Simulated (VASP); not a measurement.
# Ba2Tl5V3O12 (P1) in VASP: single point with PBE

Aim: the single point of Ba2Tl5V3O12 with PBE.

Program: VASP 6.6.1. These are calculated values, not measurements. Logs are shortened: lines on timing, memory, paths and dates and some standing lists are left out, and cuts for length are marked.

## (1) The cell of the first run

The typed cell holds 22 atoms: a = 6.104 Å, b = 9.290 Å, c = 9.277 Å, α = 91.86°, β = 103.27°, γ = 102.99°.

## (2) Single point, PBE

INCAR reads:

```
SYSTEM = Ba2Tl5V3O12
PREC = Accurate ; ENCUT = 520
EDIFF = 1E-6 ; ISMEAR = 0
SIGMA = 0.1 ; LREAL = Auto
LASPH = .True. ; NELM = 100
ALGO = Normal ; ISIF = 2
LWAVE = .False. ; LCHARG = .True.
GGA = PE ; LELF = .True.
LVHAR = .True. ; NBANDS = 115
```

KPOINTS reads:

```
regular mesh
0
Gamma
  2 2 2
  0 0 0
```

POSCAR reads:

```
Ba2Tl5V3O12
1.0
   -1.9539962339     -0.0094238097      5.7830667599
    6.4615762026     -6.6744488375     -0.0314735304
    6.4524397935      6.6656222495     -0.0560657947
Ba V Tl O
2 3 5 12
Direct
    0.0011347572      0.4805654464      0.5194860291
    0.0004223557      0.7937661719      0.2073517542
    0.2576514793      0.6570966928      0.9460711172
    0.7430113329      0.0542503953      0.3438491673
    0.5000522660      0.5740177310      0.4247349299
    0.6355746224      0.4962822764      0.8569339428
    0.3668790850      0.1454427309      0.5037296280
    0.4986537582      0.0145363053      0.9852210115
    0.2122599075      0.3075139682      0.1238863333
    0.7807733530      0.8726428914      0.6913197208
    0.4443301199      0.0043407024      0.2650745626
    0.6754442640      0.5951213101      0.6067247119
    0.8474852564      0.9138586059      0.4298066450
    0.2080117017      0.5258389889      0.7983672479
    0.3156034572      0.6886808543      0.4165210045
    0.8844427314      0.0907962675      0.2026995935
    0.6870272657      0.5842342132      0.3118811045
    0.1136611419      0.7971689884      0.9079500191
    0.1542168227      0.5716140616      0.0867136381
    0.7946713303      0.2024729201      0.4747177218
    0.5557399723      0.7366726611      0.9967753452
    0.3229530196      0.3930858167      0.4001847723
```

Potentials or basis: VASP PAW PBE potentials, release 64 (Ba_sv, V_sv, Tl_d, O).

Launch:

```
> cat potpaw_PBE.64/Ba_sv/POTCAR potpaw_PBE.64/V_sv/POTCAR potpaw_PBE.64/Tl_d/POTCAR potpaw_PBE.64/O/POTCAR > POTCAR
> mpirun -np 1 vasp_std > vasp.out
```

OUTCAR:

```text
SYSTEM = Ba2Tl5V3O12
   PREC = Accurate
   ENCUT = 520
   EDIFF = 1E-6
   ISMEAR = 0
   LREAL = Auto
   LASPH = .True.
   NELM = 100
   ISIF = 2
   GGA = PE

 ion  position               nearest neighbor table
   1  0.001  0.481  0.519-  14 2.58  20 2.58  12 2.72  22 2.72  17 2.75  15 2.76   5 3.30   5 3.30
                             2 4.17   7 4.24   6 4.26   6 4.36   7 4.36
   2  0.000  0.794  0.207-  13 2.75  19 2.76  15 2.77  17 2.77  21 2.88  11 2.89  16 3.00  18 3.01
                             4 3.51   3 3.52   6 4.06   7 4.07   1 4.17   8 4.25   8 4.25
   3  0.258  0.657  0.946-  19 1.72  14 1.73  18 1.73  21 1.75   6 3.25   8 3.29   2 3.52
   4  0.743  0.054  0.344-  13 1.72  20 1.73  16 1.73  11 1.75   7 3.25   8 3.29   2 3.51
   5  0.500  0.574  0.425-  15 1.71  17 1.71  12 1.76  22 1.76   1 3.30   1 3.30  10 3.50   9 3.51

   6  0.636  0.496  0.857-  12 2.57  14 2.62  21 2.74   3 3.25  10 3.87   2 4.06   9 4.13   1 4.26
                             1 4.36
   7  0.367  0.145  0.504-  22 2.57  20 2.62  11 2.72   4 3.25   9 3.88   2 4.07  10 4.12   1 4.24
                             1 4.36
   8  0.499  0.015  0.985-  16 2.66  18 2.67  21 2.68  11 2.69   3 3.29   4 3.29   9 3.88  10 3.88
                             2 4.25   2 4.25
   9  0.212  0.308  0.124-  22 2.55  19 2.58  16 2.75   5 3.51   7 3.88   8 3.88   6 4.13
  10  0.781  0.873  0.691-  12 2.56  13 2.58  18 2.74   5 3.50   6 3.87   8 3.88   7 4.12
  11  0.444  0.004  0.265-   4 1.75   8 2.69   7 2.72   2 2.89
  12  0.675  0.595  0.607-   5 1.76  10 2.56   6 2.57   1 2.72
  13  0.847  0.914  0.430-   4 1.72  10 2.58   2 2.75
  14  0.208  0.526  0.798-   3 1.73   1 2.58   6 2.62
  15  0.316  0.689  0.417-   5 1.71   1 2.76   2 2.77
  16  0.884  0.091  0.203-   4 1.73   8 2.66   9 2.75   2 3.00
  17  0.687  0.584  0.312-   5 1.71   1 2.75   2 2.77
  18  0.114  0.797  0.908-   3 1.73   8 2.67  10 2.74   2 3.01
  19  0.154  0.572  0.087-   3 1.72   9 2.58   2 2.76
  20  0.795  0.202  0.475-   4 1.73   1 2.58   7 2.62
  21  0.556  0.737  0.997-   3 1.75   8 2.68   6 2.74   2 2.88
  22  0.323  0.393  0.400-   5 1.76   9 2.55   7 2.57   1 2.72

  LATTYP: Found a triclinic cell.
 ALAT       =     9.9031942027
 B/A-ratio  =     1.3470499124
 C/A-ratio  =     0.6163935473
 COS(alpha) =     0.0030710540
 COS(beta)  =     0.4055639799
 COS(gamma) =     0.6763019815

  Lattice vectors:

 A1 = (  -4.5075799687,   6.6838726472,  -5.7515932295)
 A2 = (  -0.0091364091,  13.3400710870,  -0.0245922643)
 A3 = (   1.9539962339,   0.0094238097,  -5.7830667599)

Analysis of symmetry for initial positions (statically):
=====================================================================
 Subroutine PRICEL returns:
 Original cell was already a primitive cell.

 Routine SETGRP: Setting up the symmetry group for a
 triclinic supercell.

 Subroutine GETGRP returns: Found  1 space group operations
 (whereof  1 operations were pure point group operations)
 out of a pool of  2 trial point group operations.

The static configuration has the point symmetry C_1 .

Analysis of symmetry for dynamics (positions and initial velocities):
=====================================================================
 Subroutine PRICEL returns:
 Original cell was already a primitive cell.

 Routine SETGRP: Setting up the symmetry group for a
 triclinic supercell.

 Subroutine GETGRP returns: Found  1 space group operations
 (whereof  1 operations were pure point group operations)
 out of a pool of  2 trial point group operations.

The dynamic configuration has the point symmetry C_1 .

 Subroutine INISYM returns: Found  1 space group operations
 (whereof  1 operations are pure point group operations),
 and found     1 'primitive' translations

----------------------------------------------------------------------------------------

                                     Primitive cell

  volume of cell :     496.9928

  direct lattice vectors                    reciprocal lattice vectors
    -1.953996234 -0.009423810  5.783066760     0.001175065  0.000320311  0.173316189
     6.461576203 -6.674448837 -0.031473530     0.077560896 -0.074860913  0.026084469
     6.452439793  6.665622250 -0.056065795     0.077665263  0.075063913  0.026364043

  length of vectors
     6.104265004  9.289845256  9.277264825     0.173320468  0.110906485  0.111182493

  position of ions in fractional coordinates (direct lattice)
     0.001134757  0.480565446  0.519486029
     0.000422356  0.793766172  0.207351754
     0.257651479  0.657096693  0.946071117
     0.743011333  0.054250395  0.343849167
     0.500052266  0.574017731  0.424734930
     0.635574622  0.496282276  0.856933943
[... 14 lines left out ...]
     0.555739972  0.736672661  0.996775345
     0.322953020  0.393085817  0.400184772

  ion indices of the primitive-cell ions
   primitive index   ion index
                 1           1
                 2           2
                 3           3
                 4           4
                 5           5
                 6           6
[... 14 lines left out ...]
                21          21
                22          22

----------------------------------------------------------------------------------------

 KPOINTS: regular mesh

Automatic generation of k-mesh.
 Grid dimensions read from file:
 generate k-points for:    2    2    2

 Generating k-lattice:

  Cartesian coordinates                     Fractional coordinates (reciprocal lattice)
     0.000587533  0.000160156  0.086658094     0.500000000  0.000000000  0.000000000
     0.038780448 -0.037430456  0.013042234    -0.000000000  0.500000000  0.000000000
     0.038832632  0.037531956  0.013182021    -0.000000000  0.000000000  0.500000000

  Length of vectors
     0.086660234  0.055453242  0.055591247

  Shift w.r.t. Gamma in fractional coordinates (k-lattice)
     0.000000000  0.000000000  0.000000000

 Subroutine IBZKPT returns following result:
 ===========================================

 Found      8 irreducible k-points:

 Following reciprocal coordinates:
            Coordinates               Weight
  0.000000  0.000000  0.000000      1.000000
  0.500000  0.000000  0.000000      1.000000
  0.000000  0.500000  0.000000      1.000000
  0.500000  0.500000  0.000000      1.000000
  0.000000 -0.000000  0.500000      1.000000
  0.500000 -0.000000  0.500000      1.000000
  0.000000  0.500000  0.500000      1.000000
  0.500000  0.500000  0.500000      1.000000
   k-points           NKPTS =      8   k-points in BZ     NKDIM =      8   number of bands    NBANDS=    115
   number of dos      NEDOS =    301   number of ions     NIONS =     22
   total plane-waves  NPLWV = 235200
   dimension x,y,z NGX =    48 NGY =   70 NGZ =   70
   dimension x,y,z NGXF=    96 NGYF=  140 NGZF=  140
   ions per type =               2   3   5  12
   NGX,Y,Z   is equivalent  to a cutoff of  13.07, 12.53, 12.54 a.u.
   NGXF,Y,Z  is equivalent  to a cutoff of  26.15, 25.05, 25.09 a.u.
 SYSTEM =  Ba2Tl5V3O12
   PREC   = accura    normal or accurate (medium, high low for compatibility)
   ISTART =      0    job   : 0-new  1-cont  2-samecut
   ICHARG =      2    charge: 1-file 2-atom 10-const
   ISPIN  =      1    spin polarized calculation?
   LNONCOLLINEAR =      F non collinear calculations
   LSORBIT =      F    spin-orbit coupling
   LASPH  =      T    aspherical Exc in radial PAW
   ENCUT  =  520.0 eV  38.22 Ry    6.18 a.u.  11.35 17.27 17.25*2*pi/ulx,y,z
   NELM   =    100;   NELMIN=  2; NELMDL= -5     # of ELM steps
   EDIFF  = 0.1E-05   stopping-criterion for ELM
   LREAL  =      T    real-space projection
   EDIFFG = 0.1E-04   stopping-criterion for IOM
   NSW    =      0    number of steps for IOM
   IBRION =     -1    ionic relax: 0-MD 1-quasi-New 2-CG
   NFREE  =      0    steps in history (QN), initial steepest desc. (CG)
   ISIF   =      2    stress and relaxation
   ISYM   =      2    0-nonsym 1-usesym 2-fastsym
   POTIM  = 0.5000    time-step for ionic-motion
   TEBEG  =    0.0;   TEEND  =   0.0 temperature during run
   PSTRESS=    0.0 pullay stress
   NELECT =     196.0000    total number of electrons
   NUPDOWN=      -1.0000    fix difference up-down
   EMIN   =  10.00;   EMAX   =-10.00  energy-range for DOS
   EFERMI =   0.00;   METHOD = LEGACY
   ISMEAR =     0;   SIGMA  =   0.10  broadening in eV -4-tet -1-fermi 0-gaus
   EFERMI_NEDOS =   21; number of points for ismear=-14 and -15
   IALGO  =     38    algorithm
   IMIX   =      4    mixing-type and parameters
     AMIX     =   0.40;   BMIX     =  1.00
     AMIX_MAG =   1.60;   BMIX_MAG =  1.00
  volume/ion in A,a.u.               =      22.59       152.45
  Fermi-wavevector in a.u.,A,eV,Ry     =   1.200540  2.268693 19.610042  1.441297
  Thomas-Fermi vector in A             =   2.336374
   LORBIT       =      0    0 simple, 1 ext, 2 COOP (PROOUT), +10 PAW based schemes
   GGA     = PE    functional components
   LHFCALC =     F    Hartree Fock is set to
   AEXX    =    0.0000 exact exchange contribution
   IVDW    =     0    specifies the selected vdW correction
   LEPSILON=     F    determine dielectric tensor
   LRPA    =     F    only Hartree local field effects (RPA)
 non-spin polarized calculation
 Gauss-broadening in eV      SIGMA  =   0.10
  energy-cutoff  :      520.00
  volume of cell :      496.99
 maximum number of plane-waves:     13422
 NGX is ok and might be reduce to    48
   NGX = 23   NGY = 35   NGZ = 35

 number of electron     196.0000005 magnetization

 Free energy of the ion-electron system (eV)
  ---------------------------------------------------
  ext. energy  EPLUGINS =         0.00000000
  ---------------------------------------------------
  free energy    TOTEN  =      -146.07581856 eV

  energy without entropy =     -146.07581856  energy(sigma->0) =     -146.07581856

 E-fermi :   1.3100     XC(G=0):  -8.3730

 val. band max:        0.6461158631   @ k =   0.0000  -0.0000   0.5000
 cond. band min:       3.5376477538   @ k =   0.0000   0.0000   0.0000
 fundamental gap:      2.8915318907
 Fermi energy:         1.3099875134

 k-point     1 :       0.0000    0.0000    0.0000
  band No.  band energies     occupation
      1     -62.8430      2.00000
      2     -62.7266      2.00000
      3     -62.7261      2.00000
      4     -36.8267      2.00000
      5     -36.7932      2.00000
      6     -36.7738      2.00000
[... 893 lines left out ...]
    109       4.9798      0.00000
    110       5.0670      0.00000
 [bands above 110 left out]

------------------------ aborting loop because EDIFF is reached ----------------------------------------

  FORCE on cell =-STRESS in cart. coord.  units (eV):
  Direction    XX          YY          ZZ          XY          YZ          ZX
  --------------------------------------------------------------------------------------
  -------------------------------------------------------------------------------------
  Total        1.9243905      1.4753000      1.4199094      0.0036518      0.0367239     -0.2819550
  in kB        6.2037409      4.7559886      4.5774233      0.0117726      0.1183883     -0.9089506
  external PRESSURE =       5.1790509 kB  Pullay stress =       0.0000000 kB

 VOLUME and BASIS-vectors are now :
 -----------------------------------------------------------------------------
  energy-cutoff  :      520.00
  volume of cell :      496.99
      direct lattice vectors                 reciprocal lattice vectors
    -1.953996234 -0.009423810  5.783066760     0.001175065  0.000320311  0.173316189
     6.461576203 -6.674448837 -0.031473530     0.077560896 -0.074860913  0.026084469
     6.452439793  6.665622250 -0.056065795     0.077665263  0.075063913  0.026364043

 POSITION                                       TOTAL-FORCE (eV/Angst)
 -----------------------------------------------------------------------------------
      6.45495      0.25518     -0.03769         0.001106     -0.024610      0.004516
      6.46608     -3.91583     -0.03417        -0.001518     -0.050116      0.000598
      9.84690      1.91797      1.41629        -0.026545      0.005814      0.015652
      1.11737      1.92288      4.27590         0.025340      0.004671     -0.012308
      5.47254     -1.00484      2.84996         0.002016     -0.000534      0.005203
      7.49417      2.39360      3.61191        -0.002102     -0.005503     -0.000402
[... 14 lines left out ...]
     10.10579      1.72201      3.13481         0.012512     -0.025939      0.104212
      4.49107      0.04081      1.83285        -0.136780      0.086442     -0.028579
 -----------------------------------------------------------------------------------
    total drift:                               -0.010910     -0.018929      0.005025

  FREE ENERGIE OF THE ION-ELECTRON SYSTEM (eV)
  ---------------------------------------------------
  free  energy   TOTEN  =      -146.0758185621 eV

  energy  without entropy=     -146.0758185621  energy(sigma->0) =     -146.07581856
```

Run time: 19 min. Hardware: 1 thread of AMD EPYC 7R43 (Zen 3), shared host; peak memory 0.65 GiB.

What came out:

- Free energy: -146.0758 eV
- Pressure: 0.5 GPa
- Largest force: 0.166 eV/Å
- Band gap on the k mesh: 2.89 eV (least direct gap 2.94 eV)

Forces in eV/Å, atoms in the order of the input:
```
Ba   0.001 -0.025  0.005
Ba  -0.002 -0.050  0.001
V   -0.027  0.006  0.016
V    0.025  0.005 -0.012
V    0.002 -0.001  0.005
Tl  -0.002 -0.006  0.000
Tl   0.004 -0.004 -0.002
Tl   0.000 -0.013 -0.002
Tl  -0.003  0.004  0.005
Tl   0.004  0.004 -0.007
O   -0.011 -0.026 -0.108
O    0.132  0.080  0.023
O    0.018  0.133  0.028
O   -0.058  0.062  0.026
O    0.105 -0.084 -0.050
O   -0.076 -0.131  0.068
O   -0.100 -0.088  0.045
O    0.070 -0.122 -0.060
O   -0.018  0.135 -0.030
O    0.060  0.061 -0.026
O    0.013 -0.026  0.104
O   -0.137  0.086 -0.029
```

Levels at points of the mesh, in eV from the valence-band top:
```tsv
k point	band 95	band 96	band 97	band 98	band 99	band 100	band 101	band 102
(0.00, 0.00, 0.00)	-0.30	-0.19	-0.07	-0.05	2.89	3.50	3.66	3.67
(0.50, 0.00, 0.00)	-0.24	-0.23	-0.14	-0.06	3.21	3.36	3.44	3.58
(0.00, 0.50, 0.00)	-0.29	-0.23	-0.08	0.00	3.23	3.39	3.57	3.69
(0.50, 0.50, 0.00)	-0.24	-0.22	-0.14	-0.06	3.28	3.32	3.41	3.48
(0.00, 0.00, 0.50)	-0.29	-0.23	-0.08	0.00	3.23	3.40	3.55	3.70
(0.50, 0.00, 0.50)	-0.24	-0.22	-0.14	-0.06	3.26	3.32	3.42	3.51
(0.00, 0.50, 0.50)	-0.28	-0.22	-0.17	-0.01	3.28	3.42	3.52	3.60
(0.50, 0.50, 0.50)	-0.25	-0.15	-0.11	-0.04	3.24	3.27	3.54	3.60
```

Caveat: the k points lie up to 0.54 Å⁻¹ apart; spin-orbit coupling is left out, which moves the levels of the heavy elements.
